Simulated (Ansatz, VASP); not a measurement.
One calculation of Nb2C3, two programs

```
CELL_PARAMETERS angstrom
4.03621 0.00000 0.00000
0.00000 4.03621 0.00000
0.00000 0.00000 4.03621
ATOMIC_POSITIONS crystal
Nb 0.50000 0.50000 0.50000
Nb 0.00000 0.00000 0.00000
C 0.50000 0.00000 0.00000
C 0.00000 0.50000 0.00000
C 0.00000 0.00000 0.50000
```

Alike in both runs: functional PBE; k mesh 10 × 10 × 10; occupations gaussian, width 0.1 eV; no spin polarisation.

Ansatz relaxed the structure, and its values are those at the end. VASP's run is a single point on that final structure, the one shown.

|  | VASP | Ansatz |
| --- | --- | --- |
| version | VASP 6.6.1 | Ansatz 0.2.0 |
| potentials or method | VASP PAW PBE potentials, release 64 (Nb_sv, C), cutoff 520 eV | scalar-relativistic, plane waves, PAW |
| valence electrons in the cell | 38 | 38 |

```csv
,VASP,Ansatz,Ansatz less VASP
gap on the k mesh at the Fermi level (eV),none,none,-
pressure (GPa),-0.3,0.0,+0.29
```

A gap of «none» marks a metal or a gap that the smearing closes. The functional is the same, so the differences come from potentials, cutoffs and numerics.
